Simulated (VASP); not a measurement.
# Au (I4/mmm) in VASP: notebook

Runs on Au. Level: PBE. Tasks: single point.

Program: VASP 6.6.1. These are calculated values, not measurements. Logs are shortened: lines on timing, memory, paths and dates and some standing lists are left out, and cuts for length are marked.

**1. The cell of the first run**

The structure is tetragonal, space group I4/mmm (No. 139). The conventional cell has a = 2.907 Å, b = 2.907 Å, c = 3.996 Å, α = 90.00°, β = 90.00°, γ = 90.00°. Within 3.8 Å of Au (site symmetry 4/mmm) lie 12 Au at 2.87 to 2.91 Å.

**2. Single point, PBE (volume scaled by 0.94, then relaxed in part)**

INCAR

```
PREC     = Accurate       # precision mode
ENCUT    = 520            # plane-wave cutoff, eV
EDIFF    = 1E-6           # SCF threshold, eV
ISMEAR   = 0              # smearing method
SIGMA    = 0.1            # smearing width, eV
LREAL    = F              # projectors in reciprocal space
LASPH    = T              # aspherical terms in the spheres
NELM     = 60             # most SCF steps
ALGO     = Fast           # electronic algorithm
ISIF     = 2              # what is computed and relaxed
LWAVE    = F              # write WAVECAR
LCHARG   = F              # write CHGCAR
GGA      = PE             # functional
NBANDS   = 18             # bands
```

KPOINTS

```
regular mesh
0
Gamma
  14 14 10
```

POSCAR

```
Au
1.0
    2.8837264937     -0.0179409051      0.3703881794
   -0.0312397660      2.8818635446      0.3837634136
   -0.5077873203     -0.5285594680      3.9278707968
Au
2
Direct
    0.2500000000      0.2500000000      0.7500000000
    0.7500000000      0.7500000000      0.2500000000
```

Potentials or basis: VASP PAW PBE potentials, release 64 (Au).

On the command line:

```sh
$ cat potpaw_PBE.64/Au/POTCAR > POTCAR
$ mpirun -np 1 vasp_std > vasp.out
```

OUTCAR:

```text
PREC = Accurate
   ENCUT = 520
   EDIFF = 1E-6
   ISMEAR = 0
   LREAL = F
   LASPH = T
   NELM = 60
   ISIF = 2
   GGA = PE

 ion  position               nearest neighbor table
   1  0.250  0.250  0.750-   2 2.87   2 2.87   2 2.87   2 2.87   2 2.87   2 2.87   2 2.87   2 2.87

   2  0.750  0.750  0.250-   1 2.87   1 2.87   1 2.87   1 2.87   1 2.87   1 2.87   1 2.87   1 2.87

  LATTYP: Found a base centered orthorhombic cell.
 ALAT       =     4.1116995317
 B/A-ratio  =     1.0000415524
 C/A-ratio  =     0.9717810448

  Lattice vectors:

 A1 = (   0.0312397660,  -2.8818635446,  -0.3837634136)
 A2 = (   2.8837264937,  -0.0179409051,   0.3703881794)
 A3 = (  -0.5077873203,  -0.5285594680,   3.9278707968)

Analysis of symmetry for initial positions (statically):
=====================================================================
 Subroutine PRICEL returns following result:

  LATTYP: Found a face centered orthorhombic cell.
 ALAT       =     3.9956716670
 B/A-ratio  =     1.0290383881
 C/A-ratio  =     1.0290811471

  Lattice vectors:

 A1 = (   2.8837264937,  -0.0179409051,   0.3703881794)
 A2 = (   1.1723497037,   1.1676815857,   2.3410111949)
 A3 = (   1.2035894697,  -1.7141819589,   1.9572477813)

   2 primitive cells build up your supercell.

 Routine SETGRP: Setting up the symmetry group for a
 base centered orthorhombic supercell.

 Subroutine GETGRP returns: Found  8 space group operations
 (whereof  4 operations were pure point group operations)
 out of a pool of  8 trial point group operations.

The static configuration has the point symmetry C_2h.
 The point group associated with its full space group is D_2h.

Analysis of symmetry for dynamics (positions and initial velocities):
=====================================================================
 Subroutine PRICEL returns following result:

  LATTYP: Found a face centered orthorhombic cell.
 ALAT       =     3.9956716670
 B/A-ratio  =     1.0290383881
 C/A-ratio  =     1.0290811471

  Lattice vectors:

 A1 = (   2.8837264937,  -0.0179409051,   0.3703881794)
 A2 = (   1.1723497037,   1.1676815857,   2.3410111949)
 A3 = (   1.2035894697,  -1.7141819589,   1.9572477813)

   2 primitive cells build up your supercell.

 Routine SETGRP: Setting up the symmetry group for a
 base centered orthorhombic supercell.

 Subroutine GETGRP returns: Found  8 space group operations
 (whereof  4 operations were pure point group operations)
 out of a pool of  8 trial point group operations.

The dynamic configuration has the point symmetry C_2h.
 The point group associated with its full space group is D_2h.

 Subroutine INISYM returns: Found  8 space group operations
 (whereof  4 operations are pure point group operations),
 and found     2 'primitive' translations

----------------------------------------------------------------------------------------

                                     Primitive cell

  volume of cell :      16.8885

  direct lattice vectors                    reciprocal lattice vectors
     2.883726494 -0.017940905  0.370388179     0.372938298  0.030970078 -0.202210606
     1.172349704  1.167681586  2.341011195    -0.035515209  0.307805774  0.291419841
     1.203589470 -1.714181959  1.957247781    -0.028095796 -0.374018927  0.200628307

  length of vectors
     2.907471027  2.866743366  2.866682103     0.425360140  0.425360140  0.425360140

  position of ions in fractional coordinates (direct lattice)
     0.500000000  0.000000000  0.500000000

  ion indices of the primitive-cell ions
   primitive index   ion index
                 1           1

----------------------------------------------------------------------------------------

 KPOINTS: regular mesh

Automatic generation of k-mesh.
 Grid dimensions read from file:
 generate k-points for:   14   14   10

 Generating k-lattice:

  Cartesian coordinates                     Fractional coordinates (reciprocal lattice)
     0.024366628 -0.000152607  0.003129533     0.071428571  0.000000000 -0.000000000
    -0.000264979  0.024350882  0.003242555    -0.000000000  0.071428571 -0.000000000
    -0.003180550 -0.003310658  0.024602407     0.000000000  0.000000000  0.100000000

  Length of vectors
     0.024567251  0.024567251  0.025027081

  Shift w.r.t. Gamma in fractional coordinates (k-lattice)
     0.000000000  0.000000000  0.000000000

 Subroutine IBZKPT returns following result:
 ===========================================

 Found    342 irreducible k-points:

 Following reciprocal coordinates:
            Coordinates               Weight
  0.000000  0.000000  0.000000      1.000000
  0.071429 -0.000000 -0.000000      4.000000
  0.142857  0.000000  0.000000      4.000000
  0.214286  0.000000  0.000000      4.000000
  0.285714  0.000000  0.000000      4.000000
  0.357143  0.000000  0.000000      4.000000
[... 16 lines left out ...]
  0.214286  0.142857  0.000000      4.000000
  0.285714  0.142857  0.000000      4.000000
 [... further k-points ...]
   k-points           NKPTS =    342   k-points in BZ     NKDIM =    342   number of bands    NBANDS=     18
   number of dos      NEDOS =    301   number of ions     NIONS =      2
   total plane-waves  NPLWV =  17280
   dimension x,y,z NGX =    24 NGY =   24 NGZ =   30
   dimension x,y,z NGXF=    48 NGYF=   48 NGZF=   60
   ions per type =               2
   NGX,Y,Z   is equivalent  to a cutoff of  13.72, 13.72, 12.48 a.u.
   NGXF,Y,Z  is equivalent  to a cutoff of  27.45, 27.45, 24.96 a.u.
 SYSTEM =  unknown system
   PREC   = accura    normal or accurate (medium, high low for compatibility)
   ISTART =      0    job   : 0-new  1-cont  2-samecut
   ICHARG =      2    charge: 1-file 2-atom 10-const
   ISPIN  =      1    spin polarized calculation?
   LNONCOLLINEAR =      F non collinear calculations
   LSORBIT =      F    spin-orbit coupling
   LASPH  =      T    aspherical Exc in radial PAW
   ENCUT  =  520.0 eV  38.22 Ry    6.18 a.u.   5.41  5.41  7.43*2*pi/ulx,y,z
   NELM   =     60;   NELMIN=  2; NELMDL= -5     # of ELM steps
   EDIFF  = 0.1E-05   stopping-criterion for ELM
   LREAL  =      F    real-space projection
   EDIFFG = 0.1E-04   stopping-criterion for IOM
   NSW    =      0    number of steps for IOM
   IBRION =     -1    ionic relax: 0-MD 1-quasi-New 2-CG
   NFREE  =      0    steps in history (QN), initial steepest desc. (CG)
   ISIF   =      2    stress and relaxation
   ISYM   =      2    0-nonsym 1-usesym 2-fastsym
   POTIM  = 0.5000    time-step for ionic-motion
   TEBEG  =    0.0;   TEEND  =   0.0 temperature during run
   PSTRESS=    0.0 pullay stress
   NELECT =      22.0000    total number of electrons
   NUPDOWN=      -1.0000    fix difference up-down
   EMIN   =  10.00;   EMAX   =-10.00  energy-range for DOS
   EFERMI =   0.00;   METHOD = LEGACY
   ISMEAR =     0;   SIGMA  =   0.10  broadening in eV -4-tet -1-fermi 0-gaus
   EFERMI_NEDOS =   21; number of points for ismear=-14 and -15
   IALGO  =     68    algorithm
   IMIX   =      4    mixing-type and parameters
     AMIX     =   0.40;   BMIX     =  1.00
     AMIX_MAG =   1.60;   BMIX_MAG =  1.00
  volume/ion in A,a.u.               =      16.89       113.97
  Fermi-wavevector in a.u.,A,eV,Ry     =   1.419086  2.681685 27.399500  2.013806
  Thomas-Fermi vector in A             =   2.540144
   LORBIT       =      0    0 simple, 1 ext, 2 COOP (PROOUT), +10 PAW based schemes
   GGA     = PE    functional components
   LHFCALC =     F    Hartree Fock is set to
   AEXX    =    0.0000 exact exchange contribution
   IVDW    =     0    specifies the selected vdW correction
   LEPSILON=     F    determine dielectric tensor
   LRPA    =     F    only Hartree local field effects (RPA)
 non-spin polarized calculation
 RMM-DIIS sequential band-by-band and
 Gauss-broadening in eV      SIGMA  =   0.10
  energy-cutoff  :      520.00
  volume of cell :       33.78
 maximum number of plane-waves:       927
 NGX is ok and might be reduce to    24
   NGX = 11   NGY = 11   NGZ = 15

 number of electron      22.0000003 magnetization

 Free energy of the ion-electron system (eV)
  ---------------------------------------------------
  ext. energy  EPLUGINS =         0.00000000
  ---------------------------------------------------
  free energy    TOTEN  =        -6.38041142 eV

  energy without entropy =       -6.37819394  energy(sigma->0) =       -6.37930268

 E-fermi :   9.6602     XC(G=0): -12.7713

 val. band max:        9.6324750954   @ k =   0.2143   0.0000   0.3000
 cond. band min:       9.6744585951   @ k =   0.4286   0.0000   0.4000
 fundamental gap:      0.0419834997
 Fermi energy:         9.6602273018

 k-point     1 :       0.0000    0.0000    0.0000
  band No.  band energies     occupation
      1      -0.3258      2.00000
      2       2.5015      2.00000
      3       2.8013      2.00000
      4       4.8013      2.00000
      5       4.8017      2.00000
      6       5.0565      2.00000
[... 10 lines left out ...]
     17      26.6430      0.00000
     18      28.0203      0.00000

 k-point     2 :       0.0714   -0.0000   -0.0000
  band No.  band energies     occupation
      1      -0.2081      2.00000
      2       2.5757      2.00000
      3       2.8689      2.00000
      4       4.7617      2.00000
      5       4.8392      2.00000
      6       5.1048      2.00000
[... 10 lines left out ...]
     17      27.0503      0.00000
     18      27.3990      0.00000

 k-point     3 :       0.1429    0.0000    0.0000
  band No.  band energies     occupation
      1       0.1369      2.00000
      2       2.7579      2.00000
      3       3.0912      2.00000
      4       4.6545      2.00000
      5       4.9506      2.00000
      6       5.2258      2.00000
[... 10 lines left out ...]
     17      26.1029      0.00000
     18      27.4841      0.00000

 k-point     4 :       0.2143    0.0000    0.0000
  band No.  band energies     occupation
      1       0.6833      2.00000
      2       2.9868      2.00000
      3       3.4664      2.00000
      4       4.5126      2.00000
      5       5.1314      2.00000
      6       5.3368      2.00000
[... 375 lines left out ...]
      4       4.3627      2.00000
      5       5.2569      2.00000
      6       5.4496      2.00000
[... 10 lines left out ...]
     17      26.4645      0.00000
     18      27.1307      0.00000

 k-point    23 :       0.2143    0.1429    0.0000
  band No.  band energies     occupation
      1       1.1048      2.00000
      2       3.2933      2.00000
      3       3.6498      2.00000
      4       4.1694      2.00000
      5       5.4737      2.00000
      6       5.5001      2.00000
[... 10 lines left out ...]
     17      25.6036      0.00000
     18      26.9212      0.00000

 k-point    24 :       0.2857    0.1429    0.0000
  band No.  band energies     occupation
      1       1.7536      2.00000
      2       3.5433      2.00000
      3       3.9933      2.00000
      4       4.0029      2.00000
      5       4.9323      2.00000
      6       5.2922      2.00000
[... 10 lines left out ...]
     17      24.7577      0.00000
     18      26.8159      0.00000

 [... further k-points ...]
[... 5 lines left out ...]
  --------------------------------------------------------------------------------------
  -------------------------------------------------------------------------------------
  Total        2.1431468      2.1431678      2.1593039      0.0000729     -0.0022400     -0.0021539
  in kB      101.6580844    101.6590794    102.4244807      0.0034585     -0.1062516     -0.1021687
  external PRESSURE =     101.9138815 kB  Pullay stress =       0.0000000 kB

 VOLUME and BASIS-vectors are now :
 -----------------------------------------------------------------------------
  energy-cutoff  :      520.00
  volume of cell :       33.78
      direct lattice vectors                 reciprocal lattice vectors
     2.883726494 -0.017940905  0.370388179     0.341132795 -0.002136499  0.043813468
    -0.031239766  2.881863545  0.383763414    -0.003709707  0.340912351  0.045395767
    -0.507787320 -0.528559468  3.927870797    -0.031805503 -0.033106576  0.246024074

 POSITION                                       TOTAL-FORCE (eV/Angst)
 -----------------------------------------------------------------------------------
      0.33228      0.31956      3.13444         0.000000      0.000000     -0.000000
      2.01242      2.01580      1.54758        -0.000000     -0.000000      0.000000
 -----------------------------------------------------------------------------------
    total drift:                                0.000000     -0.000000      0.000000

  FREE ENERGIE OF THE ION-ELECTRON SYSTEM (eV)
  ---------------------------------------------------
  free  energy   TOTEN  =        -6.3804114192 eV

  energy  without entropy=       -6.3781939448  energy(sigma->0) =       -6.37930268
```

It took 2.5 min on 1 thread of Intel Xeon Platinum 8259CL at 2.50GHz (Skylake/Cascade Lake), shared host; peak memory 0.28 GiB.

What came out:

```yaml
Free_energy: -6.3804 eV
Pressure: 10.2 GPa
Band_gap_on_the_k_mesh: zero (band 11 reaches 14.24 eV, above the bottom of band 12 at 6.90 eV)
```

Caveat: the cell differs from its parent crystal (volume scaled by 0.94, then relaxed in part); spin-orbit coupling is left out, which moves the levels of the heavy elements.

**3. Single point, PBE (volume scaled by 0.97, then relaxed in part)**

INCAR

```
ALGO     = Fast           # electronic algorithm
EDIFF    = 1E-6           # SCF threshold, eV
ENCUT    = 520            # plane-wave cutoff, eV
GGA      = PE             # functional
ISIF     = 2              # what is computed and relaxed
ISMEAR   = 0              # smearing method
LASPH    = True           # aspherical terms in the spheres
LCHARG   = False          # write CHGCAR
LREAL    = False          # projectors in reciprocal space
LWAVE    = False          # write WAVECAR
NBANDS   = 18             # bands
NELM     = 60             # most SCF steps
PREC     = Accurate       # precision mode
SIGMA    = 0.1            # smearing width, eV
```

KPOINTS

```
k-points
0
Gamma
  14 14 10
```

POSCAR

```
Au
1.0
    2.9140837403     -0.0181297706      0.3742872889
   -0.0315686298      2.9122011797      0.3878033253
   -0.5131328428     -0.5341236608      3.9692198438
Au
2
Direct
    0.2500000000      0.2500000000      0.7500000000
    0.7500000000      0.7500000000      0.2500000000
```

Potentials or basis: VASP PAW PBE potentials, release 64 (Au).

On the command line:

```sh
$ cat potpaw_PBE.64/Au/POTCAR > POTCAR
$ mpirun -np 1 vasp_std > vasp.out
```

It took 2 min on 1 thread of Intel Xeon Platinum 8259CL at 2.50GHz (Skylake/Cascade Lake), shared host; peak memory 0.28 GiB.

The run converged. Its results:

| Item | Value |
| --- | --- |
| Free energy | -6.4295 eV |
| Pressure | 4.5 GPa |
| Band gap on the k mesh | zero (band 11 reaches 13.55 eV, above the bottom of band 12 at 6.44 eV) |

Levels at points of the mesh, in eV from the Fermi level:
```csv
k point,band 7,band 8,band 9,band 10,band 11,band 12,band 13,band 14,band 15,band 16
"(0.00, 0.00, 0.00)",-3.28,-3.02,-2.04,-1.67,-1.67,1.39,6.00,9.59,9.59,14.54
"(0.50, 0.00, 0.00)",-3.75,-3.75,-3.21,-3.21,-0.48,-0.48,8.76,8.76,10.29,10.29
"(0.50, 0.50, 0.00)",-1.78,-1.78,-1.60,-1.60,0.90,0.90,5.36,5.36,10.07,10.07
"(0.00, 0.00, 0.50)",-3.48,-3.48,-3.48,-3.48,-2.69,-2.69,14.47,14.47,14.47,14.47
"(0.50, 0.00, 0.50)",-2.05,-2.05,-1.93,-1.93,-0.88,-0.88,2.93,2.93,13.93,13.93
"(0.50, 0.50, 0.50)",-3.26,-3.26,-1.78,-1.78,4.33,4.33,6.26,6.26,6.26,6.26
```

Caveat: the cell differs from its parent crystal (volume scaled by 0.97, then relaxed in part); spin-orbit coupling is left out, which moves the levels of the heavy elements.

**4. Single point, PBE**

This run uses another cell than the first one, of 17.97 Å³/atom, 1.064 times its volume.

INCAR

```
SYSTEM = Au
PREC = Accurate
ENCUT = 520
EDIFF = 1E-6
ISMEAR = 0
SIGMA = 0.1
LREAL = .False.
LASPH = .True.
NELM = 60
ALGO = Fast
ISIF = 2
LWAVE = .False.
LCHARG = .False.
GGA = PE
NBANDS = 18
```

KPOINTS

```
regular mesh
0
Gamma
  14 14 10
  0 0 0
```

POSCAR

```
Au
1.0
    2.9438213426     -0.0183147811      0.3781068108
   -0.0318907809      2.9419195709      0.3917607754
   -0.5183692539     -0.5395742787      4.0097248847
Au
2
Direct
    0.2500000000      0.2500000000      0.7500000000
    0.7500000000      0.7500000000      0.2500000000
```

On the command line:

```sh
$ cat potpaw_PBE.64/Au/POTCAR > POTCAR
$ mpirun -np 1 vasp_std > vasp.out
```

Run time: 2.2 min. Hardware: 1 thread of Intel Xeon Platinum 8259CL at 2.50GHz (Skylake/Cascade Lake), shared host; peak memory 0.29 GiB.

The run converged. Its results:

| Quantity | Value |
| --- | --- |
| Free energy | -6.4439 eV |
| Pressure | -0.2 GPa |
| Band gap on the k mesh | zero (band 11 reaches 12.90 eV, above the bottom of band 12 at 6.01 eV) |

Levels at points of the mesh, in eV from the Fermi level:
```csv
k point,band 7,band 8,band 9,band 10,band 11,band 12,band 13,band 14,band 15,band 16
"(0.00, 0.00, 0.00)",-3.18,-2.94,-2.01,-1.66,-1.66,1.47,5.76,9.52,9.52,14.58
"(0.50, 0.00, 0.00)",-3.62,-3.62,-3.11,-3.11,-0.50,-0.50,8.59,8.59,10.08,10.08
"(0.50, 0.50, 0.00)",-1.76,-1.76,-1.59,-1.59,1.00,1.00,5.13,5.14,9.99,10.00
"(0.00, 0.00, 0.50)",-3.37,-3.37,-3.37,-3.37,-2.62,-2.62,14.23,14.23,14.23,14.23
"(0.50, 0.00, 0.50)",-2.02,-2.02,-1.91,-1.91,-0.73,-0.73,2.78,2.78,13.97,13.97
"(0.50, 0.50, 0.50)",-3.16,-3.16,-1.76,-1.76,4.19,4.19,6.17,6.17,6.17,6.17
```

Caveat: spin-orbit coupling is left out, which moves the levels of the heavy elements.

**5. Summary**

| cell | gap on the mesh (eV) | pressure (GPa) |
| --- | --- | --- |
| a = 2.907, b = 2.907, c = 3.996 Å, 2 atoms | none | 10.2 |
| a = 2.938, b = 2.938, c = 4.038 Å, 2 atoms | none | 4.5 |
| a = 2.968, b = 2.968, c = 4.079 Å, 2 atoms | none | -0.2 |

Alike in all rows: task single point; level PBE; potentials or basis VASP PAW PBE potentials, release 64 (Au); no spin polarisation; k mesh 14 × 14 × 10; cutoff (eV) 520; smearing gaussian 0.1 eV.

Caveats: spin-orbit coupling is left out, which moves the levels of the heavy elements.

Total energies depend on the potentials used, so only differences within one code and one set of settings carry meaning.
